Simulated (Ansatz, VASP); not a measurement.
## Two plane-wave programs on BN

INCAR

```
SYSTEM = BN
ALGO = Normal ; EDIFF = 1E-7
ENCUT = 520 ; GGA = PE
ISIF = 2 ; ISMEAR = 0
LASPH = .True. ; LCHARG = .True.
LELF = .True. ; LREAL = .False.
LVHAR = .True. ; LWAVE = .False.
NBANDS = 11 ; NELM = 80
PREC = Accurate ; SIGMA = 0.05
```

Contents of KPOINTS:

```
k-points
0
Gamma
  12 12 12
  0 0 0
```

File POSCAR:

```
BN
1.0
    0.0407778415      1.8123485119      1.8123485119
    1.8123485119      0.0407778415      1.8123485119
    1.8531263534      1.8531263534      0.0000000000
B N
1 1
Direct
    0.0000000000      0.0000000000      0.0000000000
    0.7500000000      0.7500000000      0.7500000000
```

Input for Ansatz:

```yaml
crystal:
  lattice:
    - [0.0407778415, 1.8123485119, 1.8123485119]
    - [1.8123485119, 0.0407778415, 1.8123485119]
    - [1.8531263534, 1.8531263534, 0.0]
  atoms:
    - { symbol: B, position: [0.0, 0.0, 0.0] }
    - { symbol: "N", position: [0.75, 0.75, 0.75] }
basis:
  ecutwfc: 420
kpoints:
  mp_grid: { grid: [12, 12, 12] }
hamiltonian:
  xc: pbe
scf:
  occupations: { method: gaussian, width: 0.05 }
output:
  forces: true
  stress: true
  eigenvalues: true
```

Change from the starting cell: strain +0.0450 x Voigt [0, 0, 0, 0, 0, 1], atoms carried along.

Alike in both runs: task single point; functional PBE; k mesh 12 × 12 × 12; occupations gaussian, width 0.05 eV; no spin polarisation.

```csv
,VASP,Ansatz
version,VASP 6.6.1,Ansatz 0.2.0
potentials or method,"VASP PAW PBE potentials, release 64 (B, N), cutoff 520 eV","scalar-relativistic, plane waves, PAW"
valence electrons in the cell,8,8
```

|  | VASP | Ansatz | Ansatz less VASP |
| --- | --- | --- | --- |
| gap on the k mesh at the Fermi level (eV) | 4.24 | 4.25 | +0.010 |
| least direct gap on the mesh (eV) | 8.11 | 8.11 | +0.009 |
| pressure (GPa) | 1.2 | 0.9 | -0.24 |
| traceless stress, the component that is largest in VASP (GPa) | -20.11 | -19.96 | +0.150 |
| rms of the force components (eV/Å) | 0.040 | 0.035 | -0.0047 |

Atom by atom the forces differ by 0.005 eV/Å (rms over components).
